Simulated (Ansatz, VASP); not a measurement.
# Two plane-wave programs on AlN

INCAR

```
PREC = Accurate
ENCUT = 520
EDIFF = 1E-6
ISMEAR = 0
SIGMA = 0.03
LREAL = F
LASPH = T
NELM = 60
ALGO = Normal
ISIF = 2
LWAVE = F
LCHARG = T
LELF = T
LVHAR = T
NBANDS = 16
```

KPOINTS

```
Automatic mesh
0
Gamma
  8 8 5
```

The input POSCAR:

```
AlN
1.0
    3.1296659992      0.0000000000      0.0000000000
   -1.5648329996      2.7103702607      0.0000000000
    0.0000000000      0.0000000000      4.9810000000
Al N
2 2
Direct
    0.3333333333      0.6666666667     -0.0003626895
    0.6666666667      0.3333333333      0.4996373105
    0.3333333333      0.6666666667      0.3823626895
    0.6666666667      0.3333333333      0.8823626895
```

Input for Ansatz:

```yaml
crystal:
  lattice:
    - [3.1296659992, 0.0, 0.0]
    - [-1.5648329996, 2.7103702607, 0.0]
    - [0.0, 0.0, 4.981]
  atoms:
    - { symbol: Al, position: [0.3333333333, 0.6666666667, -0.0003626895] }
    - { symbol: Al, position: [0.6666666667, 0.3333333333, 0.4996373105] }
    - { symbol: "N", position: [0.3333333333, 0.6666666667, 0.3823626895] }
    - { symbol: "N", position: [0.6666666667, 0.3333333333, 0.8823626895] }
scf:
  occupations: { method: gaussian, width: 0.03 }
output:
  eigenstates: { kpoints: [[0, 0, 0]] }
hamiltonian:
  xc: lda
kpoints:
  mp_grid: { grid: [8, 8, 5] }
```

Alike in both runs: task single point; functional LDA; k mesh 8 × 8 × 5; occupations gaussian, width 0.03 eV; no spin polarisation.

```csv
,VASP,Ansatz
version,VASP 6.6.1,Ansatz 0.2.0
potentials or method,"VASP PAW LDA potentials, release 64 (Al, N)","scalar-relativistic, plane waves, PAW"
plane-wave cutoff (eV),520,420
valence electrons in the cell,16,16
```

Ansatz gave:

```
gap on the k mesh at the Fermi level (eV) : 4.09
least direct gap on the mesh (eV)         : 4.09
```

Q: Which values does VASP return?

A: gap on the k mesh at the Fermi level (eV): 4.10; least direct gap on the mesh (eV): 4.10.

LDA's correlation is that of Perdew and Zunger in VASP and of Perdew and Wang (1992) in Ansatz.
